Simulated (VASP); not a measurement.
## Hf: single point with RPBE

The system is Hf.

```
Hf
1.0
     0.00000    3.18795    3.18795
     3.18795    0.00000    3.18795
     3.18795    3.18795    0.00000
Hf
2
Direct
  0.12500 0.12500 0.12500
  0.87500 0.87500 0.87500
```

This cell differs from its parent crystal: volume scaled by 0.88.

```
Program             : VASP 6.6.1
Task                : single point
Functional          : RPBE
Potentials or basis : VASP PAW PBE potentials, release 64 (Hf_pv)
Cutoff              : 520 eV
k mesh              : 9 × 9 × 9
Occupations         : fermi-dirac, width 0.1 eV
Spin                : no spin polarisation
```

| Item | Value |
| --- | --- |
| Pressure | 3.8 GPa |
| Band gap on the k mesh | zero (band 10 reaches 2.40 eV, above the bottom of band 11 at 1.69 eV) |

Levels at points of the mesh, in eV from the Fermi level:
```
           k point  band 6  band 7  band 8  band 9  band 10  band 11  band 12  band 13  band 14  band 15
(0.00, 0.00, 0.00)  -30.30   -5.27   -0.43   -0.43     0.17     0.17     0.17     2.20     2.20     2.20
```

It took 32 s on 1 thread of Intel(R) Xeon(R) Platinum 8259CL CPU @ 2.50GHz (Skylake/Cascade Lake), on a shared host, peak memory 0.21 GiB.

Caveat: the PAW data sets were made with another functional, which shifts forces and pressure a little; spin-orbit coupling is left out, which moves the levels of the heavy elements.
